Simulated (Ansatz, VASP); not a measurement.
## One calculation of TlRh2, two programs

INCAR

```
PREC = Accurate ; ENCUT = 600
EDIFF = 1E-7 ; ISMEAR = 0
SIGMA = 0.1 ; LREAL = False
LASPH = True ; NELM = 100
ALGO = Fast ; ISIF = 3
LWAVE = False ; LCHARG = False
GGA = PE ; IBRION = 2
NSW = 100 ; EDIFFG = -0.01
```

Contents of KPOINTS:

```
Automatic mesh
0
Gamma
  14 14 14
```

File POSCAR:

```
TlRh2
1.0
    0.0000000000      3.1068712831      3.1068712831
    3.1068712831      0.0000000000      3.1068712831
    3.1068712831      3.1068712831      0.0000000000
Tl Rh
1 2
Direct
    0.0000000000      0.0000000000      0.0000000000
    0.2500000000      0.2500000000      0.2500000000
    0.7500000000      0.7500000000      0.7500000000
```

Input for Ansatz:

```yaml
crystal:
  lattice:
    - [0.0, 3.1068712831, 3.1068712831]
    - [3.1068712831, 0.0, 3.1068712831]
    - [3.1068712831, 3.1068712831, 0.0]
  atoms:
    - { symbol: Tl, position: [0.0, 0.0, 0.0] }
    - { symbol: Rh, position: [0.25, 0.25, 0.25] }
    - { symbol: Rh, position: [0.75, 0.75, 0.75] }
basis:
  ecutwfc: 420
kpoints:
  mp_grid: { grid: [14, 14, 14] }
hamiltonian:
  xc: pbe
scf:
  occupations: { method: gaussian, width: 0.1 }
output:
  forces: true
  stress: true
  eigenvalues: true
relax:
  adjacent_minimum: "off"
  f_tol: 0.01
  max_steps: 80
  cell: { stress_tol: 0.05 }
```

Alike in both runs: task relaxation of cell and atoms; functional PBE; k mesh 14 × 14 × 14; occupations gaussian, width 0.1 eV; no spin polarisation.

|  | VASP | Ansatz |
| --- | --- | --- |
| version | VASP 6.6.1 | Ansatz 0.2.0 |
| potentials or method | VASP PAW PBE potentials, release 64 (Tl_d, Rh_pv), cutoff 600 eV | scalar-relativistic, plane waves, PAW |
| valence electrons in the cell | 43 | 47 |

```tsv
	VASP	Ansatz	Ansatz less VASP
gap on the k mesh at the Fermi level, each at its own relaxed structure (eV)	none	none	-
relaxed volume (Å³/atom)	19.99	19.99	0.000
relaxed cell length with the largest relative difference (Å)	4.394	4.394	0.0000
```

A gap of «none» marks a metal or a gap that the smearing closes. VASP's potentials hold 43 valence electrons a cell and Ansatz's 47, so a difference there can come from the potentials and not from the codes.

Neither program's run includes spin-orbit coupling. Noted on VASP's run: the relaxation stopped at its first step, so nothing moved.
